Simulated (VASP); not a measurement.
# Te: single point with PBEsol

The system is Te.

```
Te
1.0
    -2.95779    3.87597    1.53515
     2.95779   -3.87597    1.53515
     2.95779    3.87597   -1.53515
Te
2
Cartesian
  0.0000 5.8139 0.7647
  2.9578 -1.9380 0.7704
```

```yaml
Program: VASP 6.6.1
Task: single point
Functional: PBEsol
Potentials_or_basis: VASP PAW PBE potentials, release 64 (Te)
Cutoff: 520 eV
k_mesh: 10 × 10 × 10
Occupations: fermi-dirac, width 0.1 eV
Spin: no spin polarisation
Dipole_correction: no
Further_INCAR_settings: ALGO = Normal; EDIFF = 1e-07; NBANDS = 13
```

```yaml
Pressure: -1.5 GPa
Band_gap_on_the_k_mesh: zero (bands 6 and 7 overlap by 3.74 eV)
```

Forces on the atoms (eV/Å):
```
Te   0.000  0.000  0.002
Te   0.000  0.000 -0.002
```

Stress tensor (GPa, compression positive):
```
-0.68  0.00  0.00
 0.00 -1.35  0.00
 0.00  0.00 -2.34
```

Levels at points of the mesh, in eV from the Fermi level:
| k point | band 4 | band 5 | band 6 | band 7 | band 8 | band 9 |
| --- | --- | --- | --- | --- | --- | --- |
| (0.00, 0.00, 0.00) | -2.08 | -1.58 | 2.84 | 2.97 | 3.58 | 3.82 |
| (0.50, 0.00, 0.00) | -4.01 | -3.46 | -1.22 | 1.01 | 3.05 | 3.94 |
| (0.00, 0.50, 0.00) | -4.70 | -0.59 | -0.58 | 0.12 | 0.13 | 6.16 |
| (0.50, 0.50, 0.00) | -2.45 | -1.79 | -1.79 | 3.53 | 3.53 | 7.15 |
| (0.50, 0.50, 0.50) | -4.58 | 0.58 | 2.49 | 3.91 | 4.92 | 7.32 |

Run time: 2.1 min on 1 thread of Intel(R) Xeon(R) Platinum 8488C (Sapphire Rapids), on a shared host, peak memory 0.31 GiB.

Caveat: the PAW data sets were made with another functional, which shifts forces and pressure a little; spin-orbit coupling is left out, which moves the levels of the heavy elements.
